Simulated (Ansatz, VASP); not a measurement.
## Ca2Ag2O in VASP and in Ansatz

```
CELL_PARAMETERS angstrom
0.00000 5.05412 5.05412
5.05412 0.00000 5.05412
5.05412 5.05412 0.00000
ATOMIC_POSITIONS crystal
Ca 0.12500 0.12500 0.12500
Ca 0.12500 0.12500 0.62500
Ca 0.12500 0.62500 0.12500
Ca 0.62500 0.12500 0.12500
Ag 0.62500 0.62500 0.62500
Ag 0.62500 0.62500 0.12500
Ag 0.62500 0.12500 0.62500
Ag 0.12500 0.62500 0.62500
O 0.75000 0.75000 0.75000
O 0.50000 0.50000 0.50000
```

Alike in both runs: functional PBE; k mesh 6 × 6 × 6; occupations gaussian, width 0.1 eV; no spin polarisation.

Ansatz relaxed the structure, and its values are those at the end. VASP's run is a single point on that final structure, the one shown.

|  | VASP | Ansatz |
| --- | --- | --- |
| version | VASP 6.6.1 | Ansatz 0.2.0 |
| potentials or method | VASP PAW PBE potentials, release 64 (Ca_sv, Ag, O), cutoff 520 eV | scalar-relativistic, plane waves, PAW |
| valence electrons in the cell | 96 | 128 |

|  | VASP | Ansatz | Ansatz less VASP |
| --- | --- | --- | --- |
| gap on the k mesh at the Fermi level (eV) | none | none | - |
| pressure (GPa) | 0.0 | 0.0 | +0.01 |

A gap of «none» marks a metal or a gap that the smearing closes. VASP's potentials hold 96 valence electrons a cell and Ansatz's 128, so a difference there can come from the potentials and not from the codes.
